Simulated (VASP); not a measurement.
A run of VASP 6.6.1:

INCAR

```
  ALGO = Normal
  EDIFF = 1E-6
  EDIFFG = -0.01
  ENCUT = 600
  GGA = PE
  IBRION = 2
  ISIF = 3
  ISMEAR = -1
  LASPH = True
  LCHARG = False
  LREAL = False
  LWAVE = False
  NELM = 60
  NSW = 80
  PREC = Accurate
  SIGMA = 0.1
```

KPOINTS

```
k-points
0
Gamma
  12 12 12
```

File POSCAR:

```
Ag
1.0
    2.6410353091      0.0000000000      0.0000000000
    0.0000000000      2.6410353091      0.0000000000
    0.0000000000      0.0000000000      2.6410353091
Ag
1
Direct
    0.0000000000      0.0000000000      0.0000000000
```

Potentials or basis: VASP PAW PBE potentials, release 64 (Ag).

Launch:

```console
$ cat potpaw_PBE.64/Ag/POTCAR > POTCAR
$ mpirun -np 1 vasp_std > vasp.out
```

Hardware: 1 thread of Intel Xeon 6975P-C (shared host).

Estimate the wall time of this run.

Wall time 16 s on 1 thread of Intel Xeon 6975P-C, with other jobs on the host, peak memory 0.16 GiB. Counts: scf iterations 26, k points 84, ion steps 3.
